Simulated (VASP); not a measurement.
Input of a VASP 6.6.1 run:

File INCAR:

```
SYSTEM = GaP
PREC     = Accurate       ! precision mode
ENCUT    = 520            ! plane-wave cutoff, eV
EDIFF    = 1E-7           ! SCF threshold, eV
ISMEAR   = 0              ! smearing method
SIGMA    = 0.01           ! smearing width, eV
LREAL    = .False.        ! projectors in reciprocal space
LASPH    = .True.         ! aspherical terms in the spheres
NELM     = 100            ! most SCF steps
ALGO     = Normal         ! electronic algorithm
ISIF     = 2              ! what is computed and relaxed
LWAVE    = .False.        ! write WAVECAR
LCHARG   = .False.        ! write CHGCAR
NBANDS   = 16             ! bands
```

File KPOINTS:

```
Automatic mesh
0
Gamma
  8 8 8
  0 0 0
```

File POSCAR:

```
GaP
1.0
    0.0000000000      2.5579550588      2.5579550588
    2.5579550588      0.0000000000      2.5579550588
    2.5579550588      2.5579550588      0.0000000000
Ga P
1 1
Direct
    0.0000000000      0.0000000000      0.0000000000
    0.7500000000      0.7500000000      0.7500000000
```

Potentials or basis: VASP PAW LDA potentials, release 64 (Ga_d, P).

Command:

```sh
$ cat potpaw_LDA.64/Ga_d/POTCAR potpaw_LDA.64/P/POTCAR > POTCAR
$ mpirun -np 1 vasp_std > vasp.out
```

Q: Predict the pressure.

A: 20.2 GPa.

Q: Predict the band gap on the k mesh.

A: 1.05 eV (least direct gap 3.26 eV).

Caveat: the cell stands under pressure. A k mesh can miss the band edges.
